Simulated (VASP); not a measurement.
The system is Nb.

```
CELL_PARAMETERS angstrom
-1.66395 1.66395 1.66395
1.66395 -1.66395 1.66395
1.66395 1.66395 -1.66395
ATOMIC_POSITIONS crystal
Nb 0.00000 0.00000 0.00000
```

```yaml
Program: VASP 6.6.1
Task: relaxation of cell and atoms
Functional: PBEsol
Potentials_or_basis: VASP PAW PBE potentials, release 64 (Nb_sv)
Cutoff: 600 eV
k_mesh: 8 × 8 × 8
Occupations: gaussian, width 0.1 eV
Spin: no spin polarisation
```

At the start: pressure -8.2 GPa; volume 18.43 Å³/atom.

Q: Where does the relaxation end?

A: Over 3 steps the energy falls by 23.8 meV/atom and the volume is 17.58 Å³/atom (-4.6 %); space group Im-3m (No. 229, to 0.05 Å).

Step by step:
```tsv
step	energy change (eV)	largest force (eV/Å)	pressure (GPa)	volume (Å³)
1	0.0000	0.0000	-8.23	18.43
2	0.0689	0.0000	20.69	16.02
3	-0.0238	0.0000	-0.31	17.58
```

Final structure:
```
CELL_PARAMETERS angstrom
-1.63811 1.63811 1.63811
1.63811 -1.63811 1.63811
1.63811 1.63811 -1.63811
ATOMIC_POSITIONS crystal
Nb 0.00000 0.00000 0.00000
```

Caveat: the PAW data sets were made with another functional, which shifts forces and pressure a little.
